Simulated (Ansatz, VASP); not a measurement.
**CaBr: VASP beside Ansatz**

The input INCAR:

```
ALGO     = Normal         # electronic algorithm
EDIFF    = 1E-6           # SCF threshold, eV
ENCUT    = 520            # plane-wave cutoff, eV
GGA      = PE             # functional
ISIF     = 2              # what is computed and relaxed
ISMEAR   = 1              # smearing method
LASPH    = T              # aspherical terms in the spheres
LCHARG   = T              # write CHGCAR
LELF     = T              # ELF
LREAL    = F              # projectors in reciprocal space
LVHAR    = T            
LWAVE    = F              # write WAVECAR
NBANDS   = 25             # bands
NELM     = 100            # most SCF steps
PREC     = Accurate       # precision mode
SIGMA    = 0.1            # smearing width, eV
```

KPOINTS

```
k-points
0
Gamma
  7 7 3
```

File POSCAR:

```
CaBr
1.0
    4.0841480000      0.0000000000      0.0000000000
   -2.0420740000      3.5369759208      0.0000000000
    0.0000000000      0.0000000000      9.6721260000
Ca Br
2 2
Direct
    0.3333333333      0.6666666667      0.3405120000
    0.6666666667      0.3333333333      0.8405120000
    0.3333333333      0.6666666667      0.0344880000
    0.6666666667      0.3333333333      0.5344880000
```

Input for Ansatz:

```yaml
crystal:
  lattice:
    a: 4.084148
    b: 4.084148
    c: 9.672126
    alpha: 90.0
    beta: 90.0
    gamma: 120.0
  atoms:
    - { symbol: Ca, position: [0.3333333333333333, 0.6666666666666666, 0.340512] }
    - { symbol: Ca, position: [0.6666666666666666, 0.3333333333333333, 0.840512] }
    - { symbol: Br, position: [0.3333333333333333, 0.6666666666666666, 0.034488] }
    - { symbol: Br, position: [0.6666666666666666, 0.3333333333333333, 0.534488] }
basis:
  ecutwfc: 470.0
  xc_grid: 3
kpoints:
  mp_grid:
    grid: [7, 7, 3]
hamiltonian:
  xc: pbe
scf:
  n_extra_bands: 6
  occupations:
    method: cold
    width: 0.1
  eigensolver:
    kind: davidson
    full_accuracy: true
output:
  forces: true
  stress: true
```

Alike in both runs: task single point; functional PBE; k mesh 7 × 7 × 3; no spin polarisation.

```csv
,VASP,Ansatz
version,VASP 6.6.1,Ansatz 0.2.0
potentials or method,"VASP PAW PBE potentials, release 64 (Ca_sv, Br), cutoff 520 eV","plane waves, PAW"
occupations,"methfessel-paxton of order 1, width 0.1 eV","cold, width 0.1 eV"
valence electrons in the cell,34,34
```

Ansatz gave:

| Item | Value |
| --- | --- |
| pressure (GPa) | 0.5 |
| traceless stress, the component that is largest in VASP (GPa) | 0.46 |
| rms of the force components (eV/Å) | 0.088 |

What did VASP give for the same quantities?

Pressure (GPa): 0.5; traceless stress, the component that is largest in VASP (GPa): 0.48; rms of the force components (eV/Å): 0.089.

Atom by atom the forces differ by 0.001 eV/Å (rms over components).
